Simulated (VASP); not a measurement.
# Al12N in VASP: single point with PBE

Aim: the single point of Al12N with PBE.

Everything below comes from runs of VASP 6.6.1. Logs are shortened: lines on timing, memory, paths and dates and some standing lists are left out, and cuts for length are marked.

### Step 1. The cell of the first run

The cell holds a slab with vacuum, 13 atoms: a = 5.714 Å, b = 5.714 Å, c = 20.102 Å, α = 90.00°, β = 90.00°, γ = 120.00°.

### Step 2. Single point, PBE

The input, INCAR:

```
SYSTEM = Al12N
  PREC = Accurate
  ENCUT = 520
  EDIFF = 1E-6
  ISMEAR = 0
  SIGMA = 0.1
  LREAL = .False.
  LASPH = .True.
  NELM = 60
  ALGO = Normal
  ISIF = 2
  LWAVE = .False.
  LCHARG = .False.
  LDIPOL = .True.
  IDIPOL = 3
  DIPOL = 0.5 0.5 0.328
  GGA = PE
  NBANDS = 32
```

The input, KPOINTS:

```
Automatic mesh
0
Gamma
  6 6 1
  0 0 0
```

The input, POSCAR:

```
Al12N
1.0
    5.7143028096      0.0000000000      0.0000000000
   -2.8571514048      4.9487313980      0.0000000000
    0.0000000000      0.0000000000     20.1016425062
Al N
12 1
Direct
    0.3333333333      0.1666666667      0.1989887144
    0.3333333333      0.6666666667      0.1989887144
    0.8333333333      0.1666666667      0.1989887144
    0.8333333333      0.6666666667      0.1989887144
    0.1666666667      0.3333333333      0.3134533093
    0.1666666667      0.8333333333      0.3134533093
    0.6666666667      0.3333333333      0.3134533093
    0.6666666667      0.8333333333      0.3134533093
    0.0000000000      0.0000000000      0.4279074460
    0.0000000000      0.5000000000      0.4279074460
    0.5000000000      0.0000000000      0.4279074460
    0.5000000000      0.5000000000      0.4279074460
    0.0000000000      0.1666666667      0.4983496367
```

Potentials or basis: VASP PAW PBE potentials, release 64 (Al, N).

On the command line:

```
> cat potpaw_PBE.64/Al/POTCAR potpaw_PBE.64/N/POTCAR > POTCAR
> mpirun -np 1 vasp_std > vasp.out
```

OUTCAR:

```text
SYSTEM = Al12N
   PREC = Accurate
   ENCUT = 520
   EDIFF = 1E-6
   ISMEAR = 0
   LREAL = .False.
   LASPH = .True.
   NELM = 60
   ISIF = 2
   GGA = PE

 ion  position               nearest neighbor table
   1  0.333  0.167  0.199-   5 2.83   6 2.83   7 2.83   4 2.86   2 2.86   2 2.86   4 2.86   3 2.86
                             3 2.86
   2  0.333  0.667  0.199-   6 2.83   5 2.83   8 2.83   3 2.86   1 2.86   1 2.86   3 2.86   4 2.86
                             4 2.86
   3  0.833  0.167  0.199-   7 2.83   8 2.83   5 2.83   4 2.86   2 2.86   4 2.86   2 2.86   1 2.86
                             1 2.86
   4  0.833  0.667  0.199-   8 2.83   7 2.83   6 2.83   3 2.86   1 2.86   3 2.86   1 2.86   2 2.86
                             2 2.86
   5  0.167  0.333  0.313-   9 2.83  12 2.83  10 2.83   1 2.83   2 2.83   3 2.83   8 2.86   6 2.86
                             6 2.86   8 2.86   7 2.86   7 2.86
   6  0.167  0.833  0.313-  10 2.83  11 2.83   9 2.83   2 2.83   1 2.83   4 2.83   7 2.86   5 2.86
                             5 2.86   7 2.86   8 2.86   8 2.86
   7  0.667  0.333  0.313-  11 2.83  10 2.83  12 2.83   3 2.83   4 2.83   1 2.83   8 2.86   6 2.86
                             8 2.86   6 2.86   5 2.86   5 2.86
   8  0.667  0.833  0.313-  12 2.83   9 2.83  11 2.83   4 2.83   3 2.83   2 2.83   7 2.86   5 2.86
                             7 2.86   5 2.86   6 2.86   6 2.86
   9  0.000  0.000  0.428-  13 1.71   5 2.83   8 2.83   6 2.83  12 2.86  10 2.86  10 2.86  12 2.86
                            11 2.86  11 2.86
  10  0.000  0.500  0.428-  13 2.37   6 2.83   7 2.83   5 2.83  11 2.86   9 2.86   9 2.86  11 2.86
                            12 2.86  12 2.86
  11  0.500  0.000  0.428-   7 2.83   6 2.83   8 2.83  10 2.86  12 2.86  12 2.86  10 2.86   9 2.86
                             9 2.86
  12  0.500  0.500  0.428-   8 2.83   5 2.83   7 2.83   9 2.86  11 2.86  11 2.86   9 2.86  10 2.86
                            10 2.86
  13  0.000  0.167  0.498-   9 1.71  10 2.37

  LATTYP: Found a hexagonal cell.
 ALAT       =     5.7143028096
 C/A-ratio  =     3.5177769145

  Lattice vectors:

 A1 = (   5.7143028096,   0.0000000000,   0.0000000000)
 A2 = (  -2.8571514048,   4.9487313980,   0.0000000000)
 A3 = (   0.0000000000,   0.0000000000,  20.1016425062)

Analysis of symmetry for initial positions (statically):
=====================================================================
 Subroutine PRICEL returns:
 Original cell was already a primitive cell.

 Routine SETGRP: Setting up the symmetry group for a
 hexagonal supercell.

 Subroutine GETGRP returns: Found  1 space group operations
 (whereof  1 operations were pure point group operations)
 out of a pool of 24 trial point group operations.

The static configuration has the point symmetry C_1 .

Analysis of symmetry for dynamics (positions and initial velocities):
=====================================================================
 Subroutine PRICEL returns:
 Original cell was already a primitive cell.

 Routine SETGRP: Setting up the symmetry group for a
 hexagonal supercell.

 Subroutine GETGRP returns: Found  1 space group operations
 (whereof  1 operations were pure point group operations)
 out of a pool of 24 trial point group operations.

The dynamic configuration has the point symmetry C_1 .

 Subroutine INISYM returns: Found  1 space group operations
 (whereof  1 operations are pure point group operations),
 and found     1 'primitive' translations

----------------------------------------------------------------------------------------

                                     Primitive cell

  volume of cell :     568.4453

  direct lattice vectors                    reciprocal lattice vectors
     5.714302810  0.000000000  0.000000000     0.174999476  0.101035995  0.000000000
    -2.857151405  4.948731398  0.000000000     0.000000000  0.202071990  0.000000000
     0.000000000  0.000000000 20.101642506     0.000000000  0.000000000  0.049747179

  length of vectors
     5.714302810  5.714302810 20.101642506     0.202071990  0.202071990  0.049747179

  position of ions in fractional coordinates (direct lattice)
     0.333333333  0.166666667  0.198988714
     0.333333333  0.666666667  0.198988714
     0.833333333  0.166666667  0.198988714
     0.833333333  0.666666667  0.198988714
     0.166666667  0.333333333  0.313453309
     0.166666667  0.833333333  0.313453309
     0.666666667  0.333333333  0.313453309
     0.666666667  0.833333333  0.313453309
     0.000000000  0.000000000  0.427907446
     0.000000000  0.500000000  0.427907446
[... 44 lines left out ...]
 Found     20 irreducible k-points:

 Following reciprocal coordinates:
            Coordinates               Weight
  0.000000  0.000000  0.000000      1.000000
  0.166667  0.000000  0.000000      2.000000
  0.000000  0.166667  0.000000      2.000000
 -0.166667  0.166667  0.000000      2.000000
  0.333333 -0.000000  0.000000      2.000000
  0.000000  0.333333  0.000000      2.000000
[... 12 lines left out ...]
  0.500000 -0.166667  0.000000      2.000000
  0.333333  0.333333  0.000000      2.000000
   k-points           NKPTS =     20   k-points in BZ     NKDIM =     20   number of bands    NBANDS=     32
   number of dos      NEDOS =    301   number of ions     NIONS =     13
   total plane-waves  NPLWV = 264600
   dimension x,y,z NGX =    42 NGY =   42 NGZ =  150
   dimension x,y,z NGXF=    84 NGYF=   84 NGZF=  300
   ions per type =              12   1
   NGX,Y,Z   is equivalent  to a cutoff of  12.22, 12.22, 12.41 a.u.
   NGXF,Y,Z  is equivalent  to a cutoff of  24.44, 24.44, 24.81 a.u.
 SYSTEM =  Al12N
   PREC   = accura    normal or accurate (medium, high low for compatibility)
   ISTART =      0    job   : 0-new  1-cont  2-samecut
   ICHARG =      2    charge: 1-file 2-atom 10-const
   ISPIN  =      1    spin polarized calculation?
   LNONCOLLINEAR =      F non collinear calculations
   LSORBIT =      F    spin-orbit coupling
   LASPH  =      T    aspherical Exc in radial PAW
   ENCUT  =  520.0 eV  38.22 Ry    6.18 a.u.  10.62 10.62 37.38*2*pi/ulx,y,z
   NELM   =     60;   NELMIN=  2; NELMDL= -5     # of ELM steps
   EDIFF  = 0.1E-05   stopping-criterion for ELM
   LREAL  =      F    real-space projection
   EDIFFG = 0.1E-04   stopping-criterion for IOM
   NSW    =      0    number of steps for IOM
   IBRION =     -1    ionic relax: 0-MD 1-quasi-New 2-CG
   NFREE  =      0    steps in history (QN), initial steepest desc. (CG)
   ISIF   =      2    stress and relaxation
   ISYM   =      2    0-nonsym 1-usesym 2-fastsym
   POTIM  = 0.5000    time-step for ionic-motion
   TEBEG  =    0.0;   TEEND  =   0.0 temperature during run
   PSTRESS=    0.0 pullay stress
   NELECT =      41.0000    total number of electrons
   NUPDOWN=      -1.0000    fix difference up-down
   EMIN   =  10.00;   EMAX   =-10.00  energy-range for DOS
   EFERMI =   0.00;   METHOD = LEGACY
   ISMEAR =     0;   SIGMA  =   0.10  broadening in eV -4-tet -1-fermi 0-gaus
   EFERMI_NEDOS =   21; number of points for ismear=-14 and -15
   IALGO  =     38    algorithm
   IMIX   =      4    mixing-type and parameters
     AMIX     =   0.40;   BMIX     =  1.00
     AMIX_MAG =   1.60;   BMIX_MAG =  1.00
  volume/ion in A,a.u.               =      43.73       295.08
  Fermi-wavevector in a.u.,A,eV,Ry     =   0.681459  1.287771  6.318365  0.464387
  Thomas-Fermi vector in A             =   1.760248
   LORBIT       =      0    0 simple, 1 ext, 2 COOP (PROOUT), +10 PAW based schemes
   GGA     = PE    functional components
   LHFCALC =     F    Hartree Fock is set to
   AEXX    =    0.0000 exact exchange contribution
   IVDW    =     0    specifies the selected vdW correction
   LEPSILON=     F    determine dielectric tensor
   LRPA    =     F    only Hartree local field effects (RPA)
 non-spin polarized calculation
 Gauss-broadening in eV      SIGMA  =   0.10
  energy-cutoff  :      520.00
  volume of cell :      568.45
 maximum number of plane-waves:     15351
   NGX = 21   NGY = 21   NGZ = 75

 dipolmoment           0.000000      0.000000     -0.151965 electrons x Angstroem

 number of electron      41.0000001 magnetization

 dipolmoment           0.000000      0.000000      0.278098 electrons x Angstroem

 Free energy of the ion-electron system (eV)
  ---------------------------------------------------
  ext. energy  EPLUGINS =         0.00000000
  ---------------------------------------------------
  free energy    TOTEN  =       -48.86609483 eV

  energy without entropy =      -48.84616902  energy(sigma->0) =      -48.85613193

 E-fermi :  -0.2371     XC(G=0):  -4.5543

 val. band max:       -0.2502035896   @ k =   0.5000  -0.1667   0.0000
 cond. band min:      -0.2368392169   @ k =   0.3333  -0.0000   0.0000
 fundamental gap:      0.0133643727
 Fermi energy:        -0.2370947363

 k-point     1 :       0.0000    0.0000    0.0000
  band No.  band energies     occupation
      1     -13.4608      2.00000
      2     -10.7488      2.00000
      3      -8.8658      2.00000
      4      -6.0627      2.00000
      5      -5.0393      2.00000
      6      -5.0177      2.00000
[... 689 lines left out ...]
     31       2.9121      0.00000
     32       3.1862      0.00000

------------------------ aborting loop because EDIFF is reached ----------------------------------------

 vacuum level on the upper side and lower side of the slab       (xc-potential included)         0.844        -0.882

  FORCE on cell =-STRESS in cart. coord.  units (eV):
  Direction    XX          YY          ZZ          XY          YZ          ZX
  --------------------------------------------------------------------------------------
  -------------------------------------------------------------------------------------
  Total       -4.9471994     -3.6698784      1.9536270     -0.3162798      4.1785169     -3.2003692
  in kB      -13.9438056    -10.3436444      5.5063468     -0.8914427     11.7772548     -9.0203210
  external PRESSURE =      -6.2603677 kB  Pullay stress =       0.0000000 kB

 VOLUME and BASIS-vectors are now :
 -----------------------------------------------------------------------------
  energy-cutoff  :      520.00
  volume of cell :      568.45
      direct lattice vectors                 reciprocal lattice vectors
     5.714302810  0.000000000  0.000000000     0.174999476  0.101035995  0.000000000
    -2.857151405  4.948731398  0.000000000     0.000000000  0.202071990  0.000000000
     0.000000000  0.000000000 20.101642506     0.000000000  0.000000000  0.049747179

 POSITION                                       TOTAL-FORCE (eV/Angst)
 -----------------------------------------------------------------------------------
      1.42858      0.82479      4.00000        -0.018727     -0.007528     -0.114879
     -0.00000      3.29915      4.00000         0.010597     -0.067197     -0.098960
      4.28573      0.82479      4.00000         0.022304      0.018793     -0.132439
      2.85715      3.29915      4.00000         0.045729      0.043424     -0.163970
      0.00000      1.64958      6.30093         0.100362      0.064892      0.016668
     -1.42858      4.12394      6.30093        -0.090087      0.038807      0.031667
      2.85715      1.64958      6.30093         0.036402     -0.062311      0.049114
      1.42858      4.12394      6.30093         0.031759      0.040236      0.091240
      0.00000      0.00000      8.60164         1.064342     -1.935369     -1.799757
     -1.42858      2.47437      8.60164         0.533610     -0.840469      1.396280
      2.85715      0.00000      8.60164         0.337012     -0.141359      0.344279
      1.42858      2.47437      8.60164        -0.135017     -0.194951      0.346564
     -0.47619      0.82479     10.01765        -1.938286      3.043033      0.034193
 -----------------------------------------------------------------------------------
    total drift:                                0.000072      0.000032     -0.000067

  FREE ENERGIE OF THE ION-ELECTRON SYSTEM (eV)
  ---------------------------------------------------
  free  energy   TOTEN  =       -48.8660948276 eV

  energy  without entropy=      -48.8461690233  energy(sigma->0) =      -48.85613193

 vacuum level on the upper side and lower side of the slab         5.515         3.730
```

Wall time 8.6 min (1 thread of Intel Xeon 6975P-C (Granite Rapids), shared host); peak memory 0.7 GiB.

What came out:

```yaml
Free_energy: -48.8661 eV
Largest_force: 3.608 eV/Å
```

Forces on the atoms (eV/Å):
```
Al  -0.019 -0.008 -0.115
Al   0.011 -0.067 -0.099
Al   0.022  0.019 -0.132
Al   0.046  0.043 -0.164
Al   0.100  0.065  0.017
Al  -0.090  0.039  0.032
Al   0.036 -0.062  0.049
Al   0.032  0.040  0.091
Al   1.064 -1.935 -1.800
Al   0.534 -0.840  1.396
Al   0.337 -0.141  0.344
Al  -0.135 -0.195  0.347
N   -1.938  3.043  0.034
```
